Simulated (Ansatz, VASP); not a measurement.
One calculation of ReP2, two programs

```
Re P
1.0
     3.99664    0.00000    0.00000
     0.00000    3.99664    0.00000
     0.00000    0.00000    2.99836
Re P
1 2
Direct
  0.00000 0.00000 0.00000
  0.00000 0.50000 0.50000
  0.50000 0.00000 0.50000
```

Alike in both runs: functional PBE; k mesh 12 × 12 × 16; occupations gaussian, width 0.1 eV; no spin polarisation.

Ansatz relaxed the structure, and its values are those at the end. VASP's run is a single point on that final structure, the one shown.

```csv
,VASP,Ansatz
version,VASP 6.6.1,Ansatz 0.2.0
potentials or method,"VASP PAW PBE potentials, release 64 (Re, P), cutoff 520 eV","scalar-relativistic, plane waves, PAW"
valence electrons in the cell,17,25
```

Ansatz gave:

```
gap on the k mesh at the Fermi level (eV) : none
pressure (GPa)                            : 0.0
```

Which values does VASP return?

gap on the k mesh at the Fermi level (eV): none; pressure (GPa): 0.7.

A gap of «none» marks a metal or a gap that the smearing closes. VASP's potentials hold 17 valence electrons a cell and Ansatz's 25, so a difference there can come from the potentials and not from the codes.

Spin-orbit coupling is off throughout.
